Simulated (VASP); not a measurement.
Crystal: Al2O3.

```
Al O
1.0
     2.88432    0.00000    0.00000
    -1.44216    2.49790    0.00000
     0.00000    0.00000    9.33675
Al O
2 3
Direct
  0.00000 0.00000 0.85001
  0.00000 0.00000 0.14999
  0.33333 0.66667 0.77768
  0.66667 0.33333 0.00000
  0.33333 0.66667 0.22232
```

| Property | Result |
| --- | --- |
| Program | VASP 6.6.1 |
| Task | relaxation of cell and atoms |
| Functional | r2SCAN |
| Dispersion | D4 |
| Potentials or basis | VASP PAW PBE potentials, release 64 (Al, O) |
| Cutoff | 600 eV |
| k mesh | 11 × 11 × 3 |
| Occupations | fermi-dirac, width 0.05 eV |
| Spin | no spin polarisation |

At the start: pressure -5.6 GPa; volume 13.45 Å³/atom.

Task: Where does the relaxation end?

Result: Over 43 steps the energy falls by 27.2 meV/atom and the volume is 10.25 Å³/atom (-23.8 %); space group P-6m2 (No. 187, to 0.1 Å) before and after.

The path:
| step | energy change (eV) | largest force (eV/Å) | pressure (GPa) | volume (Å³) |
| --- | --- | --- | --- | --- |
| 1 | 0.0000 | 0.4563 | -5.61 | 67.27 |
| 3 | -0.0410 | 0.2749 | -0.54 | 65.34 |
| 5 | -0.0430 | 0.2388 | 0.25 | 64.71 |
| 7 | -0.0444 | 0.0371 | -0.01 | 64.94 |
| 9 | -0.0454 | 0.0529 | -0.31 | 64.83 |
| 11 | -0.0460 | 0.0757 | -0.76 | 64.67 |
| 13 | -0.0466 | 0.0588 | -0.71 | 64.56 |
| 15 | -0.0485 | 0.1084 | -0.53 | 64.12 |
| 17 | -0.0526 | 0.3615 | 0.33 | 62.38 |
| 19 | -0.0531 | 0.4461 | 0.64 | 61.75 |
| 21 | -0.0564 | 0.4661 | 0.70 | 61.10 |
| 23 | -0.0689 | 0.5642 | 1.15 | 58.49 |
| 25 | 0.0301 | 1.1556 | 8.04 | 48.06 |
| 27 | -0.0170 | 1.1561 | 6.35 | 50.75 |
| 29 | -0.0218 | 1.1031 | 6.25 | 49.87 |
| 31 | -0.0192 | 1.0943 | 6.33 | 49.60 |
| 33 | -0.0324 | 1.0130 | 5.67 | 49.74 |
| 35 | -0.0800 | 0.6504 | 2.79 | 50.38 |
| 37 | -0.0822 | 0.7471 | -7.24 | 52.97 |
| 39 | -0.1259 | 0.2306 | -2.10 | 51.63 |
| 41 | -0.1351 | 0.1130 | -0.65 | 51.45 |
| 43 | -0.1359 | 0.0043 | 0.01 | 51.25 |

Final structure:
```
Al O
1.0
     2.84941    0.00000    0.00000
    -1.42470    2.46766    0.00000
     0.00000    0.00000    7.28882
Al O
2 3
Cartesian
  0.0000 0.0000 5.9068
  0.0000 0.0000 1.3821
  0.0000 1.6451 5.2416
  1.4247 0.8226 0.0000
  0.0000 1.6451 2.0472
```

Caveat: the volume moved by over 15 % at a fixed basis, so the end points are rough; the PAW data sets were made with another functional, which shifts forces and pressure a little.
